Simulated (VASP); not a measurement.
# LiF (P6_3mc) in VASP: notebook

LiF is run at these levels: r2SCAN, PBE; tasks: single point.

All numbers are computed with VASP 6.6.1; they aren't measurements. Logs are shortened: lines on timing, memory, paths and dates and some standing lists are left out, and cuts for length are marked.

### 1 The cell of the first run

The structure is hexagonal, space group P6_3mc (No. 186). The conventional cell has a = 3.112 Å, b = 3.112 Å, c = 4.833 Å, α = 90.00°, β = 90.00°, γ = 120.00°. Li (site symmetry 3m) has 4 F at 1.87 to 1.88 Å within 2.5 Å. Within 2.5 Å of F (site symmetry 3m) lie 4 Li at 1.87 to 1.88 Å.

### 2 Single point, r2SCAN (10.13 Å³/atom)

File POSCAR:

```
LiF
1.0
    3.1115593969      0.0000000000      0.0000000000
   -1.5557796984      2.6946894831      0.0000000000
    0.0000000000      0.0000000000      4.8326154197
Li F
2 2
Direct
    0.3333333333      0.6666666667      0.3824388605
    0.6666666667      0.3333333333      0.8824388605
    0.3333333333      0.6666666667      0.9925591395
    0.6666666667      0.3333333333      0.4925591395
```

File INCAR.step1:

```
SYSTEM = LiF
  ALGO = Normal
  EDIFF = 1E-4
  ENCUT = 520
  GGA = PE
  ISMEAR = 0
  LASPH = .TRUE.
  LCHARG = .FALSE.
  LREAL = .FALSE.
  LWAVE = .TRUE.
  NBANDS = 18
  NELM = 60
  PREC = Accurate
  SIGMA = 0.01
```

File INCAR.step2:

```
SYSTEM = LiF
  ALGO = Normal
  EDIFF = 1E-6
  ENCUT = 520
  ISIF = 2
  ISMEAR = 0
  ISTART = 1
  LASPH = .TRUE.
  LCHARG = .TRUE.
  LELF = .TRUE.
  LMIXTAU = .TRUE.
  LREAL = .FALSE.
  LVHAR = .TRUE.
  LWAVE = .FALSE.
  METAGGA = R2SCAN
  NBANDS = 18
  NELM = 60
  PREC = Accurate
  SIGMA = 0.01
```

File KPOINTS:

```
k-points
0
G
  9 9 4
  0 0 0
```

Potentials or basis: VASP PAW PBE potentials, release 64 (Li_sv, F).

Command:

```sh
> cat potpaw_PBE.64/Li_sv/POTCAR potpaw_PBE.64/F/POTCAR > POTCAR
> cp INCAR.step1 INCAR
> mpirun -np 1 vasp_std > vasp.out
> cp INCAR.step2 INCAR
> mpirun -np 1 vasp_std > vasp.out
```

OUTCAR:

```text
SYSTEM = LiF
   EDIFF = 1E-6
   ENCUT = 520
   ISIF = 2
   ISMEAR = 0
   ISTART = 1
   LASPH = .TRUE.
   LREAL = .FALSE.
   METAGGA = R2SCAN
   NELM = 60
   PREC = Accurate

 ion  position               nearest neighbor table
   1  0.333  0.667  0.382-   4 1.87   4 1.87   4 1.87   3 1.88
   2  0.667  0.333  0.882-   3 1.87   3 1.87   3 1.87   4 1.88
   3  0.333  0.667  0.993-   2 1.87   2 1.87   2 1.87   1 1.88
   4  0.667  0.333  0.493-   1 1.87   1 1.87   1 1.87   2 1.88

  LATTYP: Found a hexagonal cell.
 ALAT       =     3.1115593969
 C/A-ratio  =     1.5531168791

  Lattice vectors:

 A1 = (   3.1115593969,   0.0000000000,   0.0000000000)
 A2 = (  -1.5557796984,   2.6946894831,   0.0000000000)
 A3 = (   0.0000000000,   0.0000000000,   4.8326154197)

Analysis of symmetry for initial positions (statically):
=====================================================================
 Subroutine PRICEL returns:
 Original cell was already a primitive cell.

 Routine SETGRP: Setting up the symmetry group for a
 hexagonal supercell.

 Subroutine GETGRP returns: Found 12 space group operations
 (whereof  6 operations were pure point group operations)
 out of a pool of 24 trial point group operations.

The static configuration has the point symmetry C_3v.
 The point group associated with its full space group is C_6v.

Analysis of symmetry for dynamics (positions and initial velocities):
=====================================================================
 Subroutine PRICEL returns:
 Original cell was already a primitive cell.

 Routine SETGRP: Setting up the symmetry group for a
 hexagonal supercell.

 Subroutine GETGRP returns: Found 12 space group operations
 (whereof  6 operations were pure point group operations)
 out of a pool of 24 trial point group operations.

The dynamic configuration has the point symmetry C_3v.
 The point group associated with its full space group is C_6v.

 Subroutine INISYM returns: Found 12 space group operations
 (whereof  6 operations are pure point group operations),
 and found     1 'primitive' translations

----------------------------------------------------------------------------------------

                                     Primitive cell

  volume of cell :      40.5200

  direct lattice vectors                    reciprocal lattice vectors
     3.111559397  0.000000000  0.000000000     0.321382263  0.185550136  0.000000000
    -1.555779698  2.694689483  0.000000000     0.000000000  0.371100272  0.000000000
     0.000000000  0.000000000  4.832615420     0.000000000  0.000000000  0.206927287

  length of vectors
     3.111559397  3.111559397  4.832615420     0.371100272  0.371100272  0.206927287

  position of ions in fractional coordinates (direct lattice)
     0.333333333  0.666666667  0.382438861
     0.666666667  0.333333333  0.882438861
     0.333333333  0.666666667  0.992559140
     0.666666667  0.333333333  0.492559140

  ion indices of the primitive-cell ions
   primitive index   ion index
                 1           1
                 2           2
                 3           3
                 4           4

----------------------------------------------------------------------------------------

 KPOINTS: k-points

Automatic generation of k-mesh.
 Grid dimensions read from file:
 generate k-points for:    9    9    4

 Generating k-lattice:

  Cartesian coordinates                     Fractional coordinates (reciprocal lattice)
     0.035709140  0.020616682  0.000000000     0.111111111  0.000000000  0.000000000
     0.000000000  0.041233364  0.000000000     0.000000000  0.111111111  0.000000000
     0.000000000  0.000000000  0.051731822     0.000000000  0.000000000  0.250000000

  Length of vectors
     0.041233364  0.041233364  0.051731822

  Shift w.r.t. Gamma in fractional coordinates (k-lattice)
     0.000000000  0.000000000  0.000000000

 Subroutine IBZKPT returns following result:
 ===========================================

 Found     36 irreducible k-points:

 Following reciprocal coordinates:
            Coordinates               Weight
  0.000000  0.000000  0.000000      1.000000
  0.111111  0.000000  0.000000      6.000000
  0.222222  0.000000  0.000000      6.000000
  0.333333 -0.000000  0.000000      6.000000
  0.444444  0.000000  0.000000      6.000000
  0.111111  0.111111  0.000000      6.000000
[... 16 lines left out ...]
  0.333333  0.222222  0.250000     24.000000
  0.333333  0.333333  0.250000      4.000000
 [... further k-points ...]
   k-points           NKPTS =     36   k-points in BZ     NKDIM =     36   number of bands    NBANDS=     18
   number of dos      NEDOS =    301   number of ions     NIONS =      4
   total plane-waves  NPLWV =  20736
   dimension x,y,z NGX =    24 NGY =   24 NGZ =   36
   dimension x,y,z NGXF=    48 NGYF=   48 NGZF=   72
   ions per type =               2   2
   NGX,Y,Z   is equivalent  to a cutoff of  12.82, 12.82, 12.38 a.u.
   NGXF,Y,Z  is equivalent  to a cutoff of  25.65, 25.65, 24.77 a.u.
 SYSTEM =  LiF
   PREC   = accura    normal or accurate (medium, high low for compatibility)
   ISTART =      1    job   : 0-new  1-cont  2-samecut
   ICHARG =      0    charge: 1-file 2-atom 10-const
   ISPIN  =      1    spin polarized calculation?
   LNONCOLLINEAR =      F non collinear calculations
   LSORBIT =      F    spin-orbit coupling
   LASPH  =      T    aspherical Exc in radial PAW
   ENCUT  =  520.0 eV  38.22 Ry    6.18 a.u.   5.79  5.79  8.99*2*pi/ulx,y,z
   NELM   =     60;   NELMIN=  2; NELMDL=  0     # of ELM steps
   EDIFF  = 0.1E-05   stopping-criterion for ELM
   LREAL  =      F    real-space projection
   EDIFFG = 0.1E-04   stopping-criterion for IOM
   NSW    =      0    number of steps for IOM
   IBRION =     -1    ionic relax: 0-MD 1-quasi-New 2-CG
   NFREE  =      0    steps in history (QN), initial steepest desc. (CG)
   ISIF   =      2    stress and relaxation
   ISYM   =      2    0-nonsym 1-usesym 2-fastsym
   POTIM  = 0.5000    time-step for ionic-motion
   TEBEG  =    0.0;   TEEND  =   0.0 temperature during run
   PSTRESS=    0.0 pullay stress
   NELECT =      20.0000    total number of electrons
   NUPDOWN=      -1.0000    fix difference up-down
   EMIN   =  10.00;   EMAX   =-10.00  energy-range for DOS
   EFERMI =   0.00;   METHOD = LEGACY
   ISMEAR =     0;   SIGMA  =   0.01  broadening in eV -4-tet -1-fermi 0-gaus
   EFERMI_NEDOS =   21; number of points for ismear=-14 and -15
   IALGO  =     38    algorithm
   IMIX   =      4    mixing-type and parameters
     AMIX     =   0.40;   BMIX     =  1.00
     AMIX_MAG =   1.60;   BMIX_MAG =  1.00
  volume/ion in A,a.u.               =      10.13        68.36
  Fermi-wavevector in a.u.,A,eV,Ry     =   1.293784  2.444897 22.774483  1.673877
  Thomas-Fermi vector in A             =   2.425408
   LORBIT       =      0    0 simple, 1 ext, 2 COOP (PROOUT), +10 PAW based schemes
   METAGGA = R2SCAN    functional components
   LHFCALC =     F    Hartree Fock is set to
   AEXX    =    0.0000 exact exchange contribution
   IVDW    =     0    specifies the selected vdW correction
   LEPSILON=     F    determine dielectric tensor
   LRPA    =     F    only Hartree local field effects (RPA)
 non-spin polarized calculation
 Gauss-broadening in eV      SIGMA  =   0.01
  energy-cutoff  :      520.00
  volume of cell :       40.52
 maximum number of plane-waves:      1100
 NGX is ok and might be reduce to    24
   NGX = 11   NGY = 11   NGZ = 17

 number of electron      19.9999993 magnetization

 Free energy of the ion-electron system (eV)
  ---------------------------------------------------
  ext. energy  EPLUGINS =         0.00000000
  ---------------------------------------------------
  free energy    TOTEN  =       -23.65434439 eV

  energy without entropy =      -23.65434439  energy(sigma->0) =      -23.65434439

 E-fermi :  -2.9594     XC(G=0):  -9.2605

 val. band max:       -3.1587795152   @ k =   0.0000   0.0000   0.0000
 cond. band min:       5.3572672102   @ k =   0.0000   0.0000   0.0000
 fundamental gap:      8.5160467254
 Fermi energy:        -2.9594212864

 k-point     1 :       0.0000    0.0000    0.0000
  band No.  band energies     occupation
      1     -44.8067      2.00000
      2     -44.7685      2.00000
      3     -23.7063      2.00000
      4     -23.4862      2.00000
      5      -5.2622      2.00000
      6      -3.6552      2.00000
[... 10 lines left out ...]
     17      17.7653      0.00000
     18      18.7900      0.00000

 k-point     2 :       0.1111    0.0000    0.0000
  band No.  band energies     occupation
      1     -44.8033      2.00000
      2     -44.7672      2.00000
      3     -23.6927      2.00000
      4     -23.4840      2.00000
      5      -5.2014      2.00000
      6      -3.7760      2.00000
[... 10 lines left out ...]
     17      17.9599      0.00000
     18      18.6552      0.00000

 k-point     3 :       0.2222    0.0000    0.0000
  band No.  band energies     occupation
      1     -44.7944      2.00000
      2     -44.7640      2.00000
      3     -23.6554      2.00000
      4     -23.4797      2.00000
      5      -5.0463      2.00000
      6      -4.1160      2.00000
[... 10 lines left out ...]
     17      18.0174      0.00000
     18      18.2355      0.00000

 k-point     4 :       0.3333   -0.0000    0.0000
  band No.  band energies     occupation
      1     -44.7834      2.00000
      2     -44.7614      2.00000
      3     -23.6066      2.00000
      4     -23.4813      2.00000
      5      -4.9557      2.00000
      6      -4.3944      2.00000
[... 10 lines left out ...]
     17      17.5876      0.00000
     18      18.6855      0.00000

 k-point     5 :       0.4444    0.0000    0.0000
  band No.  band energies     occupation
      1     -44.7749      2.00000
      2     -44.7609      2.00000
      3     -23.5656      2.00000
      4     -23.4907      2.00000
      5      -5.0825      2.00000
      6      -4.3611      2.00000
[... 10 lines left out ...]
     17      17.2262      0.00000
     18      19.1172      0.00000

 k-point     6 :       0.1111    0.1111    0.0000
  band No.  band energies     occupation
      1     -44.7972      2.00000
      2     -44.7648      2.00000
      3     -23.6670      2.00000
      4     -23.4804      2.00000
      5      -5.0893      2.00000
      6      -4.0099      2.00000
[... 10 lines left out ...]
     17      18.2478      0.00000
     18      18.6596      0.00000

 k-point     7 :       0.2222    0.1111    0.0000
  band No.  band energies     occupation
      1     -44.7871      2.00000
      2     -44.7620      2.00000
      3     -23.6237      2.00000
      4     -23.4794      2.00000
      5      -4.9218      2.00000
      6      -4.4375      2.00000
[... 10 lines left out ...]
     17      17.9839      0.00000
     18      18.6784      0.00000

 k-point     8 :       0.3333    0.1111    0.0000
  band No.  band energies     occupation
      1     -44.7771      2.00000
      2     -44.7608      2.00000
      3     -23.5772      2.00000
      4     -23.4860      2.00000
      5      -4.9881      2.00000
      6      -4.5206      2.00000
[... 10 lines left out ...]
     17      17.3724      0.00000
     18      19.0649      0.00000
[... 229 lines left out ...]
     17      17.7823      0.00000
     18      18.4799      0.00000

 k-point    20 :       0.3333    0.1111    0.2500
  band No.  band energies     occupation
      1     -44.7747      2.00000
      2     -44.7632      2.00000
      3     -23.5655      2.00000
      4     -23.5011      2.00000
      5      -4.9374      2.00000
      6      -4.5509      2.00000
[... 10 lines left out ...]
     17      17.4707      0.00000
     18      18.8928      0.00000

 k-point    21 :       0.4444    0.1111    0.2500
  band No.  band energies     occupation
      1     -44.7706      2.00000
      2     -44.7628      2.00000
      3     -23.5456      2.00000
      4     -23.5047      2.00000
      5      -5.0469      2.00000
      6      -4.5414      2.00000
[... 10 lines left out ...]
     17      17.2592      0.00000
     18      19.0765      0.00000

 k-point    22 :       0.2222    0.2222    0.2500
  band No.  band energies     occupation
      1     -44.7754      2.00000
      2     -44.7633      2.00000
      3     -23.5691      2.00000
      4     -23.5000      2.00000
      5      -4.7737      2.00000
      6      -4.7063      2.00000
[... 10 lines left out ...]
     17      17.8097      0.00000
     18      18.9768      0.00000

 k-point    23 :       0.3333    0.2222    0.2500
  band No.  band energies     occupation
      1     -44.7689      2.00000
      2     -44.7629      2.00000
      3     -23.5387      2.00000
      4     -23.5052      2.00000
      5      -4.9912      2.00000
      6      -4.5502      2.00000
[... 10 lines left out ...]
     17      17.3495      0.00000
     18      19.2693      0.00000

 k-point    24 :       0.3333    0.3333    0.2500
  band No.  band energies     occupation
      1     -44.7647      2.00000
      2     -44.7647      2.00000
      3     -23.5176      2.00000
      4     -23.5176      2.00000
      5      -5.0290      2.00000
      6      -4.3816      2.00000
[... 10 lines left out ...]
     17      16.9600      0.00000
     18      19.4288      0.00000

 [... further k-points ...]

------------------------ aborting loop because EDIFF is reached ----------------------------------------

  FORCE on cell =-STRESS in cart. coord.  units (eV):
  Direction    XX          YY          ZZ          XY          YZ          ZX
  --------------------------------------------------------------------------------------
  -------------------------------------------------------------------------------------
  Total       -0.4861058     -0.4861058     -0.4790756     -0.0000000      0.0000000      0.0000000
  in kB      -19.2208376    -19.2208376    -18.9428627     -0.0000000      0.0000000      0.0000000
  external PRESSURE =     -19.1281793 kB  Pullay stress =       0.0000000 kB

 VOLUME and BASIS-vectors are now :
 -----------------------------------------------------------------------------
  energy-cutoff  :      520.00
  volume of cell :       40.52
      direct lattice vectors                 reciprocal lattice vectors
     3.111559397  0.000000000  0.000000000     0.321382263  0.185550136  0.000000000
    -1.555779698  2.694689483  0.000000000     0.000000000  0.371100272  0.000000000
     0.000000000  0.000000000  4.832615420     0.000000000  0.000000000  0.206927287

 POSITION                                       TOTAL-FORCE (eV/Angst)
 -----------------------------------------------------------------------------------
     -0.00000      1.79646      1.84818        -0.000000      0.000000      0.016656
      1.55578      0.89823      4.26449         0.000000     -0.000000      0.016656
     -0.00000      1.79646      4.79666         0.000000     -0.000000     -0.016656
      1.55578      0.89823      2.38035        -0.000000      0.000000     -0.016656
 -----------------------------------------------------------------------------------
    total drift:                                0.000000      0.000001      0.127792

  FREE ENERGIE OF THE ION-ELECTRON SYSTEM (eV)
  ---------------------------------------------------
  free  energy   TOTEN  =       -23.6543443860 eV

  energy  without entropy=      -23.6543443860  energy(sigma->0) =      -23.65434439
```

Wall time 45 s (1 thread of Intel Xeon Platinum 8488C (Sapphire Rapids), shared host); peak memory 0.16 GiB.

What came out:

* Free energy: -23.6543 eV
* Largest force: 0.017 eV/Å
* Band gap on the k mesh: 8.52 eV

Forces in eV/Å, atoms in the order of the input:
```
Li   0.000  0.000  0.017
Li   0.000  0.000  0.017
F    0.000  0.000 -0.017
F    0.000  0.000 -0.017
```

Caveat: the cutoff is under 1.25 times the usual one of these potentials, so pressure, stress and relaxed cells hold a basis-set (Pulay) error; the PAW data sets were made with another functional, which shifts forces and pressure a little; an odd mesh through Γ misses points on the zone boundary, where band edges can lie.

### 3 Single point, r2SCAN (10.43 Å³/atom)

This run uses another cell than the first one, of 10.43 Å³/atom.

File POSCAR:

```
LiF
1.0
    3.1414800727      0.0000000000      0.0000000000
   -1.5707400364      2.7206015485      0.0000000000
    0.0000000000      0.0000000000      4.8790857264
Li F
2 2
Direct
    0.3333333333      0.6666666667      0.3824388605
    0.6666666667      0.3333333333      0.8824388605
    0.3333333333      0.6666666667      0.9925591395
    0.6666666667      0.3333333333      0.4925591395
```

File INCAR.step1:

```
PREC     = Accurate       # precision mode
ENCUT    = 520            # plane-wave cutoff, eV
ISMEAR   = 0              # smearing method
SIGMA    = 0.01           # smearing width, eV
LREAL    = False          # projectors in reciprocal space
LASPH    = True           # aspherical terms in the spheres
NELM     = 100            # most SCF steps
NBANDS   = 18             # bands
GGA      = PE             # functional
ALGO     = Normal         # electronic algorithm
EDIFF    = 1E-4           # SCF threshold, eV
LWAVE    = True           # write WAVECAR
LCHARG   = False          # write CHGCAR
```

File INCAR.step2:

```
PREC     = Accurate       # precision mode
ENCUT    = 520            # plane-wave cutoff, eV
EDIFF    = 1E-6           # SCF threshold, eV
ISMEAR   = 0              # smearing method
SIGMA    = 0.01           # smearing width, eV
LREAL    = False          # projectors in reciprocal space
LASPH    = True           # aspherical terms in the spheres
NELM     = 100            # most SCF steps
ALGO     = Normal         # electronic algorithm
ISIF     = 2              # what is computed and relaxed
LWAVE    = False          # write WAVECAR
LCHARG   = True           # write CHGCAR
METAGGA  = R2SCAN         # meta-GGA
LMIXTAU  = True         
LELF     = True           # ELF
LVHAR    = True         
NBANDS   = 18             # bands
ISTART   = 1
```

File KPOINTS:

```
regular mesh
0
Gamma
  9 9 4
```

Potentials or basis: VASP PAW PBE potentials, release 64 (Li_sv, F).

Command:

```sh
> cat potpaw_PBE.64/Li_sv/POTCAR potpaw_PBE.64/F/POTCAR > POTCAR
> cp INCAR.step1 INCAR
> mpirun -np 1 vasp_std > vasp.out
> cp INCAR.step2 INCAR
> mpirun -np 1 vasp_std > vasp.out
```

It took 46 s on 1 thread of Intel Xeon Platinum 8488C (Sapphire Rapids), shared host; peak memory 0.16 GiB.

It converged, with:

```yaml
Free_energy: -23.6384 eV
Largest_force: 0.009 eV/Å
Band_gap_on_the_k_mesh: 8.36 eV
```

Forces on the atoms (eV/Å):
```
Li   0.000  0.000  0.009
Li   0.000  0.000  0.009
F    0.000  0.000 -0.009
F    0.000  0.000 -0.009
```

Levels at points of the mesh, in eV from the valence-band top:
| k point | band 6 | band 7 | band 8 | band 9 | band 10 | band 11 | band 12 | band 13 | band 14 | band 15 |
| --- | --- | --- | --- | --- | --- | --- | --- | --- | --- | --- |
| (0.00, 0.00, 0.00) | -0.48 | -0.48 | -0.17 | -0.17 | 0.00 | 8.36 | 12.71 | 15.95 | 19.46 | 19.46 |
| (0.00, 0.00, 0.50) | -1.06 | -0.33 | -0.33 | -0.33 | -0.33 | 10.05 | 10.05 | 18.51 | 18.51 | 19.75 |

Caveat: the cutoff is under 1.25 times the usual one of these potentials, so pressure, stress and relaxed cells hold a basis-set (Pulay) error; the PAW data sets were made with another functional, which shifts forces and pressure a little; an odd mesh through Γ misses points on the zone boundary, where band edges can lie.

(Continued in part 2 of 2.)
